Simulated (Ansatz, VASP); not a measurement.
Mg3Sn3N: VASP beside Ansatz

```
Mg Sn N
1.0
     8.18383    0.00000    0.00000
    -4.09191    7.08740    0.00000
     0.00000    0.00000    5.58771
Mg Sn N
6 6 2
Direct
  0.00000 0.19423 0.25000
  0.80577 0.00000 0.75000
  0.80577 0.80577 0.25000
  0.19423 0.19423 0.75000
  0.19423 0.00000 0.25000
  0.00000 0.80577 0.75000
  0.43262 0.00000 0.75000
  0.43262 0.43262 0.25000
  0.56738 0.56738 0.75000
  0.00000 0.56738 0.25000
  0.56738 0.00000 0.25000
  0.00000 0.43262 0.75000
  0.00000 0.00000 0.50000
  0.00000 0.00000 0.00000
```

Alike in both runs: functional PBE; k mesh 3 × 3 × 3; occupations gaussian, width 0.2 eV; no spin polarisation.

Ansatz relaxed the structure, and its values are those at the end. VASP's run is a single point on that final structure, the one shown.

```csv
,VASP,Ansatz
version,VASP 6.6.1,Ansatz 0.2.0
potentials or method,"VASP PAW PBE potentials, release 64 (Mg, Sn_d, N), cutoff 520 eV","scalar-relativistic, plane waves, PAW"
valence electrons in the cell,106,154
```

VASP gave:

- gap on the k mesh at the Fermi level (eV): none
- pressure (GPa): 0.1
- rms of the force components (eV/Å): 0.004

Task: What did Ansatz give for the same quantities?

Result: gap on the k mesh at the Fermi level (eV): none; pressure (GPa): 0.2; rms of the force components (eV/Å): 0.007.

A gap of «none» marks a metal or a gap that the smearing closes. VASP's potentials hold 106 valence electrons a cell and Ansatz's 154, so a difference there can come from the potentials and not from the codes.

The k mesh is coarse, so the values compare programs but aren't converged.
